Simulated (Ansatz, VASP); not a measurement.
## WS2 in VASP and in Ansatz

```
W S
1.0
     1.56840    0.90552    6.12196
    -1.56840    0.90552    6.12196
     0.00000   -1.81104    6.12196
W S
1 2
Direct
  0.00000 0.00000 0.00000
  0.75030 0.75030 0.75030
  0.58100 0.58100 0.58100
```

Change from the starting cell: volume scaled by 0.98, PAW files.

Alike in both runs: task electric field gradients; functional LDA; k mesh 13 × 13 × 13; occupations fermi-dirac, width 0.08 eV; no spin polarisation.

```csv
,VASP,Ansatz
version,VASP 6.6.1,Ansatz 0.2.0
potentials or method,"VASP PAW LDA potentials, release 64 (W_sv, S)","PAW with Ansatz's default frozen-core files, scalar-relativistic"
plane-wave cutoff (eV),520,420
valence electrons in the cell,26,26
```

VASP gave:

| Item | Value |
| --- | --- |
| pressure (GPa) | 0.2 |
| traceless stress, the component that is largest in VASP (GPa) | 0.53 |
| rms of the force components (eV/Å) | 0.260 |
| size of Vzz on the site where it differs most (V/Å²) | 163.2 |

Q: Estimate Ansatz's values.

A: Pressure (GPa): -0.2; traceless stress, the component that is largest in VASP (GPa): 0.53; rms of the force components (eV/Å): 0.254; size of Vzz on the site where it differs most (V/Å²): 179.9.

LDA's correlation is that of Perdew and Zunger in VASP and of Perdew and Wang (1992) in Ansatz. Atom by atom the forces differ by 0.023 eV/Å (rms over components).

Neither program's run includes spin-orbit coupling.
